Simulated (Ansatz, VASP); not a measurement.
**Two plane-wave programs on TiO**

```
Ti O
1.0
     0.00000    2.30409    2.30409
     2.30409    0.00000    2.30409
     2.30409    2.30409    0.00000
Ti O
1 1
Direct
  0.00000 0.00000 0.00000
  0.25000 0.25000 0.25000
```

Alike in both runs: functional r2SCAN; k mesh 16 × 16 × 16; occupations gaussian, width 0.1 eV; no spin polarisation.

Ansatz relaxed the structure, and its values are those at the end. VASP's run is a single point on that final structure, the one shown.

|  | VASP | Ansatz |
| --- | --- | --- |
| version | VASP 6.6.1 | Ansatz 0.2.0 |
| potentials or method | VASP PAW PBE potentials, release 64 (Ti_sv, O), cutoff 520 eV | scalar-relativistic, plane waves, PAW |
| valence electrons in the cell | 18 | 18 |

|  | VASP | Ansatz | Ansatz less VASP |
| --- | --- | --- | --- |
| gap on the k mesh at the Fermi level (eV) | none | none | - |
| pressure (GPa) | 1.2 | 0.0 | -1.23 |

VASP's potentials were made for PBE, not for r2SCAN. A gap of «none» marks a metal or a gap that the smearing closes.
